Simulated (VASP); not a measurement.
Wanted: the native input for a VASP 6.6.1 run.

* Task: single point
* Functional: PBE
* Potentials or basis: VASP PAW PBE potentials, release 64 (B, Mg)
* Cutoff: 520 eV
* k mesh: 9 × 6 × 1
* Occupations: gaussian, width 0.1 eV
* Spin: no spin polarisation
* Dipole correction: yes
* Further INCAR settings: LREAL = Auto; ALGO = Normal; EDIFF = 1e-06; NBANDS = 39; ISYM = 0

The structure of MgB2 lies in POSCAR:

```
MgB2
1.0
    3.0850007100     -0.0000000017      0.0000000000
   -1.5425003525      4.4214761109      0.0000000000
    0.0000000000      0.0000000000     31.3535057326
B Mg
12 6
Direct
    0.4021338950      0.8042677900      0.3189436003
    0.9629874550      0.9259749100      0.3415756467
    0.0846945750      0.1693891500      0.3868397490
    0.6455481350      0.2910962700      0.4094717955
    0.7672552500      0.5345105000      0.4547358977
    0.3281088100      0.6562176200      0.4773679535
    0.4483866023      0.8965395316      0.5226256711
    0.0079654601      0.0155631411      0.5453233117
    0.1297368141      0.2587047618      0.5921326291
    0.6818276922      0.3627302733      0.6129780441
    0.8024179478      0.6019915183      0.6654225966
    0.3494601021      0.6962602646      0.6761241540
    0.6825606750      0.3651213500      0.3302596235
    0.3651213550      0.7302427100      0.3981557722
    0.0476820300      0.0953640600      0.4660519210
    0.7279820625      0.4556773811      0.5335094833
    0.4076594271      0.8147536832      0.5997411511
    0.0779227551      0.1533751537      0.6703851748
```

The input as run:

INCAR

```
SYSTEM = MgB2
PREC = Accurate
ENCUT = 520
EDIFF = 1E-6
ISMEAR = 0
SIGMA = 0.1
LREAL = Auto
LASPH = .TRUE.
NELM = 60
ALGO = Normal
ISIF = 2
LWAVE = .FALSE.
LCHARG = .TRUE.
LDIPOL = .TRUE.
IDIPOL = 3
DIPOL = 0.5 0.5 0.500
GGA = PE
LELF = .TRUE.
LVHAR = .TRUE.
LVACPOTAV = .TRUE.
ISYM = 0
NBANDS = 39
```

KPOINTS

```
regular mesh
0
G
  9 6 1
  0 0 0
```

Potentials or basis: VASP PAW PBE potentials, release 64 (B, Mg).

The run is started by

```bash
$ cat potpaw_PBE.64/B/POTCAR potpaw_PBE.64/Mg/POTCAR > POTCAR
$ mpirun -np 1 vasp_std > vasp.out
```

It gave:

The largest force is 2.497 eV/Å and the band gap on the k mesh is zero (bands 24 and 25 overlap by 1.29 eV).

It took 27 min on 1 thread of Intel Xeon 8259CL, on a shared host, peak memory 0.64 GiB.
